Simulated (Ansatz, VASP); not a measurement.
# One calculation of Co, two programs

```
Co
1.0
     2.50740    0.00000    0.00000
    -1.25370    2.17147    0.00000
     0.00000    0.00000    4.06990
Co
2
Direct
  0.33333 0.66667 0.25000
  0.66667 0.33333 0.75000
```

Alike in both runs: task relaxation of cell and atoms; functional PBE; k mesh 18 × 18 × 10; occupations gaussian, width 0.1 eV; collinear spin.

```csv
,VASP,Ansatz
version,VASP 6.6.1,Ansatz 0.2.0
potentials or method,"VASP PAW PBE potentials, release 64 (Co), cutoff 600 eV","scalar-relativistic, plane waves, PAW"
valence electrons in the cell,18,34
```

|  | VASP | Ansatz | Ansatz less VASP |
| --- | --- | --- | --- |
| gap on the k mesh at the Fermi level, each at its own relaxed structure (eV) | none | none | - |
| net moment per atom (μB) | 1.59 | 1.60 | +0.007 |
| size of the moment on the site where the two differ most (μB) | 1.61 | 1.68 | +0.064 |
| relaxed volume (Å³/atom) | 10.80 | 10.85 | +0.045 |
| relaxed length of the cell vector where the two differ most in proportion (Å) | 4.027 | 4.034 | +0.0064 |

Site moments also hang on the region over which each program counts them. A gap of «none» marks a metal or a gap that the smearing closes. VASP's potentials hold 18 valence electrons a cell and Ansatz's 34, so a difference there can come from the potentials and not from the codes.
